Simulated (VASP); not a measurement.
# GaN (P6_3mc) in VASP: further runs

GaN is run at these levels: PBE; tasks: single point.

Everything below comes from runs of VASP 6.6.1. Logs are shortened: lines on timing, memory, paths and dates and some standing lists are left out, and cuts for length are marked.

### Step 1. The cell of the first run

The structure is hexagonal, space group P6_3mc (No. 186). The conventional cell has a = 3.085 Å, b = 3.085 Å, c = 5.166 Å, α = 90.00°, β = 90.00°, γ = 120.00°. Ga (site symmetry 3m) has 4 N at 1.89 to 1.94 Å within 2.5 Å. Within 2.5 Å of N (site symmetry 3m) lie 4 Ga at 1.89 to 1.94 Å.

### Step 2. Single point, PBE (strain -0.030 along x and y, +0.000 along z)

The input, INCAR:

```
SYSTEM = GaN
  PREC = Accurate
  ENCUT = 520
  EDIFF = 1E-7
  ISMEAR = 0
  SIGMA = 0.05
  LREAL = .FALSE.
  LASPH = .TRUE.
  NELM = 60
  ALGO = Normal
  ISIF = 2
  LWAVE = .FALSE.
  LCHARG = .FALSE.
  GGA = PE
  NBANDS = 26
```

The input, KPOINTS:

```
regular mesh
0
G
  12 12 6
  0 0 0
```

The input, POSCAR:

```
GaN
1.0
    3.0845996707      0.0000000000      0.0000000000
   -1.5422998354      2.6713416753      0.0000000000
    0.0000000000      0.0000000000      5.1660000000
Ga N
2 2
Direct
    0.3333333333      0.6666666667      0.0000000000
    0.6666666667      0.3333333333      0.5000000000
    0.3333333333      0.6666666667      0.3750000000
    0.6666666667      0.3333333333      0.8750000000
```

Potentials or basis: VASP PAW PBE potentials, release 64 (Ga_d, N).

Run with:

```sh
$ cat potpaw_PBE.64/Ga_d/POTCAR potpaw_PBE.64/N/POTCAR > POTCAR
$ mpirun -np 1 vasp_std > vasp.out
```

OUTCAR:

```text
SYSTEM = GaN
   PREC = Accurate
   ENCUT = 520
   EDIFF = 1E-7
   ISMEAR = 0
   LREAL = .FALSE.
   LASPH = .TRUE.
   NELM = 60
   ISIF = 2
   GGA = PE

 ion  position               nearest neighbor table
   1  0.333  0.667  0.000-   4 1.89   4 1.89   4 1.89   3 1.94
   2  0.667  0.333  0.500-   3 1.89   3 1.89   3 1.89   4 1.94
   3  0.333  0.667  0.375-   2 1.89   2 1.89   2 1.89   1 1.94
   4  0.667  0.333  0.875-   1 1.89   1 1.89   1 1.89   2 1.94

  LATTYP: Found a hexagonal cell.
 ALAT       =     3.0845996707
 C/A-ratio  =     1.6747716240

  Lattice vectors:

 A1 = (   3.0845996707,   0.0000000000,   0.0000000000)
 A2 = (  -1.5422998354,   2.6713416753,   0.0000000000)
 A3 = (   0.0000000000,   0.0000000000,   5.1660000000)

Analysis of symmetry for initial positions (statically):
=====================================================================
 Subroutine PRICEL returns:
 Original cell was already a primitive cell.

 Routine SETGRP: Setting up the symmetry group for a
 hexagonal supercell.

 Subroutine GETGRP returns: Found 12 space group operations
 (whereof  6 operations were pure point group operations)
 out of a pool of 24 trial point group operations.

The static configuration has the point symmetry C_3v.
 The point group associated with its full space group is C_6v.

Analysis of symmetry for dynamics (positions and initial velocities):
=====================================================================
 Subroutine PRICEL returns:
 Original cell was already a primitive cell.

 Routine SETGRP: Setting up the symmetry group for a
 hexagonal supercell.

 Subroutine GETGRP returns: Found 12 space group operations
 (whereof  6 operations were pure point group operations)
 out of a pool of 24 trial point group operations.

The dynamic configuration has the point symmetry C_3v.
 The point group associated with its full space group is C_6v.

 Subroutine INISYM returns: Found 12 space group operations
 (whereof  6 operations are pure point group operations),
 and found     1 'primitive' translations

----------------------------------------------------------------------------------------

                                     Primitive cell

  volume of cell :      42.5679

  direct lattice vectors                    reciprocal lattice vectors
     3.084599671  0.000000000  0.000000000     0.324191178  0.187171864  0.000000000
    -1.542299835  2.671341675  0.000000000     0.000000000  0.374343727  0.000000000
     0.000000000  0.000000000  5.166000000     0.000000000  0.000000000  0.193573364

  length of vectors
     3.084599671  3.084599671  5.166000000     0.374343727  0.374343727  0.193573364

  position of ions in fractional coordinates (direct lattice)
     0.333333333  0.666666667  0.000000000
     0.666666667  0.333333333  0.500000000
     0.333333333  0.666666667  0.375000000
     0.666666667  0.333333333  0.875000000

  ion indices of the primitive-cell ions
   primitive index   ion index
                 1           1
                 2           2
                 3           3
                 4           4

----------------------------------------------------------------------------------------

 KPOINTS: regular mesh

Automatic generation of k-mesh.
 Grid dimensions read from file:
 generate k-points for:   12   12    6

 Generating k-lattice:

  Cartesian coordinates                     Fractional coordinates (reciprocal lattice)
     0.027015931  0.015597655  0.000000000     0.083333333  0.000000000  0.000000000
     0.000000000  0.031195311  0.000000000     0.000000000  0.083333333  0.000000000
     0.000000000  0.000000000  0.032262227     0.000000000  0.000000000  0.166666667

  Length of vectors
     0.031195311  0.031195311  0.032262227

  Shift w.r.t. Gamma in fractional coordinates (k-lattice)
     0.000000000  0.000000000  0.000000000

 Subroutine IBZKPT returns following result:
 ===========================================

 Found     76 irreducible k-points:

 Following reciprocal coordinates:
            Coordinates               Weight
  0.000000  0.000000  0.000000      1.000000
  0.083333  0.000000  0.000000      6.000000
  0.166667  0.000000  0.000000      6.000000
  0.250000  0.000000  0.000000      6.000000
  0.333333  0.000000  0.000000      6.000000
  0.416667 -0.000000  0.000000      6.000000
[... 16 lines left out ...]
  0.250000  0.000000  0.166667     12.000000
  0.333333  0.000000  0.166667     12.000000
 [... further k-points ...]
   k-points           NKPTS =     76   k-points in BZ     NKDIM =     76   number of bands    NBANDS=     26
   number of dos      NEDOS =    301   number of ions     NIONS =      4
   total plane-waves  NPLWV =  23040
   dimension x,y,z NGX =    24 NGY =   24 NGZ =   40
   dimension x,y,z NGXF=    48 NGYF=   48 NGZF=   80
   ions per type =               2   2
   NGX,Y,Z   is equivalent  to a cutoff of  12.93, 12.93, 12.87 a.u.
   NGXF,Y,Z  is equivalent  to a cutoff of  25.87, 25.87, 25.74 a.u.
 SYSTEM =  GaN
   PREC   = accura    normal or accurate (medium, high low for compatibility)
   ISTART =      0    job   : 0-new  1-cont  2-samecut
   ICHARG =      2    charge: 1-file 2-atom 10-const
   ISPIN  =      1    spin polarized calculation?
   LNONCOLLINEAR =      F non collinear calculations
   LSORBIT =      F    spin-orbit coupling
   LASPH  =      T    aspherical Exc in radial PAW
   ENCUT  =  520.0 eV  38.22 Ry    6.18 a.u.   5.74  5.74  9.61*2*pi/ulx,y,z
   NELM   =     60;   NELMIN=  2; NELMDL= -5     # of ELM steps
   EDIFF  = 0.1E-06   stopping-criterion for ELM
   LREAL  =      F    real-space projection
   EDIFFG = 0.1E-05   stopping-criterion for IOM
   NSW    =      0    number of steps for IOM
   IBRION =     -1    ionic relax: 0-MD 1-quasi-New 2-CG
   NFREE  =      0    steps in history (QN), initial steepest desc. (CG)
   ISIF   =      2    stress and relaxation
   ISYM   =      2    0-nonsym 1-usesym 2-fastsym
   POTIM  = 0.5000    time-step for ionic-motion
   TEBEG  =    0.0;   TEEND  =   0.0 temperature during run
   PSTRESS=    0.0 pullay stress
   NELECT =      36.0000    total number of electrons
   NUPDOWN=      -1.0000    fix difference up-down
   EMIN   =  10.00;   EMAX   =-10.00  energy-range for DOS
   EFERMI =   0.00;   METHOD = LEGACY
   ISMEAR =     0;   SIGMA  =   0.05  broadening in eV -4-tet -1-fermi 0-gaus
   EFERMI_NEDOS =   21; number of points for ismear=-14 and -15
   IALGO  =     38    algorithm
   IMIX   =      4    mixing-type and parameters
     AMIX     =   0.40;   BMIX     =  1.00
     AMIX_MAG =   1.60;   BMIX_MAG =  1.00
  volume/ion in A,a.u.               =      10.64        71.82
  Fermi-wavevector in a.u.,A,eV,Ry     =   1.548156  2.925591 32.610276  2.396788
  Thomas-Fermi vector in A             =   2.653147
   LORBIT       =      0    0 simple, 1 ext, 2 COOP (PROOUT), +10 PAW based schemes
   GGA     = PE    functional components
   LHFCALC =     F    Hartree Fock is set to
   AEXX    =    0.0000 exact exchange contribution
   IVDW    =     0    specifies the selected vdW correction
   LEPSILON=     F    determine dielectric tensor
   LRPA    =     F    only Hartree local field effects (RPA)
 non-spin polarized calculation
 Gauss-broadening in eV      SIGMA  =   0.05
  energy-cutoff  :      520.00
  volume of cell :       42.57
 maximum number of plane-waves:      1172
 NGX is ok and might be reduce to    24
   NGX = 11   NGY = 11   NGZ = 19

 number of electron      35.9999991 magnetization

 Free energy of the ion-electron system (eV)
  ---------------------------------------------------
  ext. energy  EPLUGINS =         0.00000000
  ---------------------------------------------------
  free energy    TOTEN  =       -24.02620136 eV

  energy without entropy =      -24.02620136  energy(sigma->0) =      -24.02620136

 E-fermi :   6.4667     XC(G=0): -12.0558

 val. band max:        6.1663605173   @ k =   0.0000   0.0000   0.0000
 cond. band min:       8.4393445920   @ k =   0.0000   0.0000   0.0000
 fundamental gap:      2.2729840748
 Fermi energy:         6.4667232964

 k-point     1 :       0.0000    0.0000    0.0000
  band No.  band energies     occupation
      1     -10.4964      2.00000
      2      -9.3754      2.00000
      3      -7.4027      2.00000
      4      -7.3873      2.00000
      5      -7.3873      2.00000
      6      -7.3171      2.00000
[... 18 lines left out ...]
     25      18.5260      0.00000
     26      18.5260      0.00000

 k-point     2 :       0.0833    0.0000    0.0000
  band No.  band energies     occupation
      1     -10.4161      2.00000
      2      -9.3492      2.00000
      3      -7.3975      2.00000
      4      -7.3740      2.00000
      5      -7.3650      2.00000
      6      -7.3081      2.00000
[... 18 lines left out ...]
     25      18.1020      0.00000
     26      18.6884      0.00000

 k-point     3 :       0.1667    0.0000    0.0000
  band No.  band energies     occupation
      1     -10.1941      2.00000
      2      -9.2837      2.00000
      3      -7.3695      2.00000
      4      -7.3411      2.00000
      5      -7.3071      2.00000
      6      -7.2703      2.00000
[... 18 lines left out ...]
     25      17.9085      0.00000
     26      19.0525      0.00000

 k-point     4 :       0.2500    0.0000    0.0000
  band No.  band energies     occupation
      1      -9.8907      2.00000
      2      -9.2095      2.00000
      3      -7.3384      2.00000
      4      -7.3075      2.00000
      5      -7.2394      2.00000
      6      -7.1863      2.00000
[... 18 lines left out ...]
     25      18.0201      0.00000
     26      19.0880      0.00000

 k-point     5 :       0.3333    0.0000    0.0000
  band No.  band energies     occupation
      1      -9.6023      2.00000
      2      -9.1535      2.00000
      3      -7.3254      2.00000
      4      -7.2893      2.00000
      5      -7.1961      2.00000
      6      -7.1234      2.00000
[... 18 lines left out ...]
     25      18.2076      0.00000
     26      19.6532      0.00000

 k-point     6 :       0.4167   -0.0000    0.0000
  band No.  band energies     occupation
      1      -9.4126      2.00000
      2      -9.1242      2.00000
      3      -7.3294      2.00000
      4      -7.2848      2.00000
      5      -7.1728      2.00000
      6      -7.1308      2.00000
[... 427 lines left out ...]
 k-point    21 :       0.0833    0.0000    0.1667
  band No.  band energies     occupation
      1     -10.3320      2.00000
      2      -9.3959      2.00000
      3      -7.3870      2.00000
      4      -7.3713      2.00000
      5      -7.3534      2.00000
      6      -7.3149      2.00000
[... 18 lines left out ...]
     25      17.9483      0.00000
     26      18.4369      0.00000

 k-point    22 :       0.1667    0.0000    0.1667
  band No.  band energies     occupation
      1     -10.1176      2.00000
      2      -9.3202      2.00000
      3      -7.3639      2.00000
      4      -7.3369      2.00000
      5      -7.3046      2.00000
      6      -7.2674      2.00000
[... 18 lines left out ...]
     25      17.5932      0.00000
     26      18.8416      0.00000

 k-point    23 :       0.2500    0.0000    0.1667
  band No.  band energies     occupation
      1      -9.8277      2.00000
      2      -9.2332      2.00000
      3      -7.3378      2.00000
      4      -7.3000      2.00000
      5      -7.2559      2.00000
      6      -7.1948      2.00000
[... 18 lines left out ...]
     25      17.6782      0.00000
     26      19.3915      0.00000

 k-point    24 :       0.3333    0.0000    0.1667
  band No.  band energies     occupation
      1      -9.5563      2.00000
      2      -9.1662      2.00000
      3      -7.3296      2.00000
      4      -7.2778      2.00000
      5      -7.2193      2.00000
      6      -7.1334      2.00000
[... 18 lines left out ...]
     25      17.8661      0.00000
     26      19.7173      0.00000

 [... further k-points ...]

------------------------ aborting loop because EDIFF is reached ----------------------------------------

  FORCE on cell =-STRESS in cart. coord.  units (eV):
  Direction    XX          YY          ZZ          XY          YZ          ZX
  --------------------------------------------------------------------------------------
  -------------------------------------------------------------------------------------
  Total        6.7330379      6.7330379      3.6333222     -0.0000000      0.0000000      0.0000000
  in kB      253.4188946    253.4188946    136.7514209     -0.0000000      0.0000000      0.0000000
  external PRESSURE =     214.5297367 kB  Pullay stress =       0.0000000 kB

 VOLUME and BASIS-vectors are now :
 -----------------------------------------------------------------------------
  energy-cutoff  :      520.00
  volume of cell :       42.57
      direct lattice vectors                 reciprocal lattice vectors
     3.084599671  0.000000000  0.000000000     0.324191178  0.187171864  0.000000000
    -1.542299835  2.671341675  0.000000000     0.000000000  0.374343727  0.000000000
     0.000000000  0.000000000  5.166000000     0.000000000  0.000000000  0.193573364

 POSITION                                       TOTAL-FORCE (eV/Angst)
 -----------------------------------------------------------------------------------
     -0.00000      1.78089      0.00000        -0.000000      0.000000      0.285850
      1.54230      0.89045      2.58300         0.000000     -0.000000      0.285850
     -0.00000      1.78089      1.93725        -0.000000      0.000000     -0.285850
      1.54230      0.89045      4.52025         0.000000      0.000000     -0.285850
 -----------------------------------------------------------------------------------
    total drift:                               -0.000000      0.000000     -0.000583

  FREE ENERGIE OF THE ION-ELECTRON SYSTEM (eV)
  ---------------------------------------------------
  free  energy   TOTEN  =       -24.0262013571 eV

  energy  without entropy=      -24.0262013571  energy(sigma->0) =      -24.02620136
```

Wall time 35 s (1 thread of Intel Xeon 6975P-C (Granite Rapids), shared host); peak memory 0.2 GiB.

What came out:

```
Free energy            : -24.0262 eV
Pressure               : 21.5 GPa
Largest force          : 0.286 eV/Å
Band gap on the k mesh : 2.27 eV
```

Forces on the atoms (eV/Å):
```
Ga   0.000  0.000  0.286
Ga   0.000  0.000  0.286
N    0.000  0.000 -0.286
N    0.000  0.000 -0.286
```

Stress tensor (GPa, compression positive):
```
25.34  0.00  0.00
 0.00 25.34  0.00
 0.00  0.00 13.68
```

Levels at points of the mesh, in eV from the valence-band top:
| k point | band 15 | band 16 | band 17 | band 18 | band 19 | band 20 | band 21 | band 22 |
| --- | --- | --- | --- | --- | --- | --- | --- | --- |
| (0.00, 0.00, 0.00) | -1.03 | -0.19 | 0.00 | 0.00 | 2.27 | 4.97 | 9.34 | 10.53 |
| (0.50, 0.00, 0.00) | -4.56 | -2.91 | -2.47 | -1.14 | 5.41 | 5.79 | 6.11 | 9.04 |
| (0.00, 0.00, 0.50) | -0.53 | -0.53 | -0.53 | -0.53 | 4.76 | 4.76 | 8.67 | 8.67 |
| (0.50, 0.00, 0.50) | -2.21 | -2.21 | -2.10 | -2.10 | 4.50 | 4.50 | 8.13 | 8.13 |

Caveat: the cell differs from its parent crystal (strain -0.030 along x and y, +0.000 along z); the stress differs along the axes, from 14 to 25 GPa.

### Step 3. Single point, PBE (strain -0.030 along x and y, +0.015 along z)

The input, INCAR:

```
ALGO = Normal ; EDIFF = 1E-6
ENCUT = 520 ; GGA = PE
ISIF = 2 ; ISMEAR = 0
LASPH = True ; LCHARG = False
LREAL = False ; LWAVE = False
NBANDS = 26 ; NELM = 80
PREC = Accurate ; SIGMA = 0.05
```

The input, KPOINTS:

```
k-points
0
Gamma
  12 12 6
```

Changes to POSCAR since step 2:

```diff
@@ -4,3 +4,3 @@
    -1.5422998354      2.6713416753      0.0000000000
-    0.0000000000      0.0000000000      5.1660000000
+    0.0000000000      0.0000000000      5.2434900000
 Ga N
```

Potentials or basis: VASP PAW PBE potentials, release 64 (Ga_d, N).

Run with:

```sh
$ cat potpaw_PBE.64/Ga_d/POTCAR potpaw_PBE.64/N/POTCAR > POTCAR
$ mpirun -np 1 vasp_std > vasp.out
```

It took 36 s on 1 thread of Intel Xeon 6975P-C (Granite Rapids), shared host; peak memory 0.2 GiB.

It converged, with:

```yaml
Free_energy: -24.0660 eV
Pressure: 18.0 GPa
Largest_force: 0.424 eV/Å
Band_gap_on_the_k_mesh: 2.10 eV
```

Forces in eV/Å, atoms in the order of the input:
```
Ga   0.000  0.000  0.424
Ga   0.000  0.000  0.424
N    0.000  0.000 -0.424
N    0.000  0.000 -0.424
```

Stress tensor (GPa, compression positive):
```
23.90  0.00  0.00
 0.00 23.90  0.00
 0.00  0.00  6.25
```

Levels at points of the mesh, in eV from the valence-band top:
```
           k point  band 15  band 16  band 17  band 18  band 19  band 20  band 21  band 22
(0.00, 0.00, 0.00)    -0.96    -0.25     0.00     0.00     2.10     4.99     9.12    10.31
(0.50, 0.00, 0.00)    -4.49    -2.82    -2.43    -1.16     5.45     5.68     5.94     8.81
(0.00, 0.00, 0.50)    -0.49    -0.49    -0.49    -0.49     4.68     4.68     8.50     8.50
(0.50, 0.00, 0.50)    -2.24    -2.24    -2.05    -2.05     4.39     4.39     7.99     7.99
```

Caveat: the cell differs from its parent crystal (strain -0.030 along x and y, +0.015 along z); the stress differs along the axes, from 6 to 24 GPa.

### Step 4. Single point, PBE (strain -0.030 along x and y, +0.030 along z)

The input, INCAR:

```
ALGO = Normal
EDIFF = 1E-7
ENCUT = 520
GGA = PE
ISIF = 2
ISMEAR = 0
LASPH = True
LCHARG = True
LELF = True
LREAL = False
LVHAR = True
LWAVE = False
NBANDS = 26
NELM = 80
PREC = Accurate
SIGMA = 0.05
```

KPOINTS is that of step 3.

Changes to POSCAR since step 3:

```diff
@@ -4,3 +4,3 @@
    -1.5422998354      2.6713416753      0.0000000000
-    0.0000000000      0.0000000000      5.2434900000
+    0.0000000000      0.0000000000      5.3209800000
 Ga N
```

Run with:

```sh
$ cat potpaw_PBE.64/Ga_d/POTCAR potpaw_PBE.64/N/POTCAR > POTCAR
$ mpirun -np 1 vasp_std > vasp.out
```

Wall time 36 s (1 thread of Intel Xeon 6975P-C (Granite Rapids), shared host); peak memory 0.21 GiB.

The run converged. Its results:

```yaml
Free_energy: -24.0778 eV
Pressure: 14.9 GPa
Largest_force: 0.516 eV/Å
Band_gap_on_the_k_mesh: 1.93 eV
```

Forces in eV/Å, atoms in the order of the input:
```
Ga   0.000  0.000  0.516
Ga   0.000  0.000  0.516
N    0.000  0.000 -0.516
N    0.000  0.000 -0.516
```

Stress tensor (GPa, compression positive):
```
22.50  0.00  0.00
 0.00 22.50  0.00
 0.00  0.00 -0.35
```

Levels at points of the mesh, in eV from the valence-band top:
```csv
k point,band 15,band 16,band 17,band 18,band 19,band 20,band 21,band 22
"(0.00, 0.00, 0.00)",-0.89,-0.32,0.00,0.00,1.93,5.01,8.91,10.00
"(0.50, 0.00, 0.00)",-4.42,-2.72,-2.40,-1.17,5.48,5.56,5.76,8.56
"(0.00, 0.00, 0.50)",-0.46,-0.46,-0.46,-0.46,4.60,4.60,8.34,8.34
"(0.50, 0.00, 0.50)",-2.27,-2.27,-2.01,-2.01,4.27,4.27,7.86,7.86
```

Caveat: the cell differs from its parent crystal (strain -0.030 along x and y, +0.030 along z); the stress differs along the axes, from -0 to 22 GPa.

### Step 5. Summary

```tsv
cell	gap on the mesh (eV)	pressure (GPa)	largest force (eV/Å)
a = 3.085, b = 3.085, c = 5.166 Å, angles 90.0, 90.0, 120.0°, 4 atoms	2.27	21.5	0.29
a = 3.085, b = 3.085, c = 5.243 Å, angles 90.0, 90.0, 120.0°, 4 atoms	2.10	18.0	0.42
a = 3.085, b = 3.085, c = 5.321 Å, angles 90.0, 90.0, 120.0°, 4 atoms	1.93	14.9	0.52
```

Alike in all rows: task single point; level PBE; potentials or basis VASP PAW PBE potentials, release 64 (Ga_d, N); no spin polarisation; k mesh 12 × 12 × 6; cutoff (eV) 520; smearing gaussian 0.05 eV.

Caveats: the stress differs along the axes, from 14 to 25 GPa (at least some runs); the stress differs along the axes, from 6 to 24 GPa (at least some runs); the stress differs along the axes, from -0 to 22 GPa (at least some runs).

Absolute energies hang on the potentials; compare differences alone.
